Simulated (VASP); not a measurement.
The system is K2H3Au.

```
K H Au
1.0
     4.09566    0.00000    0.00000
    -2.04783    3.54695    0.00000
     0.00000    0.00000    8.60258
K H Au
2 3 1
Direct
  0.66667 0.33333 0.24787
  0.66667 0.33333 0.75213
  0.00000 0.00000 0.50000
  0.33333 0.66667 0.00000
  0.33333 0.66667 0.50000
  0.00000 0.00000 0.00000
```

| Item | Value |
| --- | --- |
| Program | VASP 6.6.1 |
| Task | relaxation of cell and atoms |
| Functional | PBEsol |
| Potentials or basis | VASP PAW PBE potentials, release 64 (K_sv, H, Au) |
| Cutoff | 600 eV |
| k mesh | 6 × 6 × 4 |
| Occupations | fermi-dirac, width 0.03 eV |
| Spin | no spin polarisation |

At the start: pressure -3.2 GPa; volume 20.83 Å³/atom.

Question: How do energy, volume and symmetry change on relaxing?

Answer: Over 14 steps the energy falls by 148.1 meV/atom and the volume is 15.76 Å³/atom (-24.3 %); space group P-6m2 (No. 187, to 0.1 Å) before and after.

Step by step:
```
step  energy change (eV)  largest force (eV/Å)  pressure (GPa)  volume (Å³)
   1              0.0000                0.7918           -3.21       124.97
   2             -0.1990                0.8774           -2.59       117.58
   3             -0.5568                1.0698            1.22        97.16
   4             -0.5591                1.0864            3.07        92.00
   5             -0.6992                0.7341            2.89        90.24
   6             -0.8042                0.1661            3.21        87.18
   7             -0.8734                0.1236            0.88        92.38
   8             -0.8812                0.1087           -0.15        95.30
   9             -0.8813                0.1097           -0.07        95.05
  10             -0.8839                0.0916           -0.05        94.91
  11             -0.8883                0.0365            0.03        94.49
  12             -0.8887                0.0149            0.07        94.32
  13             -0.8887                0.0169            0.06        94.34
  14             -0.8888                0.0056           -0.01        94.55
```

Final structure:
```
K H Au
1.0
     3.62394    0.00000    0.00000
    -1.81197    3.13842    0.00000
     0.00000    0.00000    8.31309
K H Au
2 3 1
Direct
  0.66667 0.33333 0.30659
  0.66667 0.33333 0.69341
  0.00000 0.00000 0.50000
  0.33333 0.66667 0.00000
  0.33333 0.66667 0.50000
  0.00000 0.00000 0.00000
```

Caveat: the volume moved by over 15 % at a fixed basis, so the end points are rough; the PAW data sets were made with another functional, which shifts forces and pressure a little.
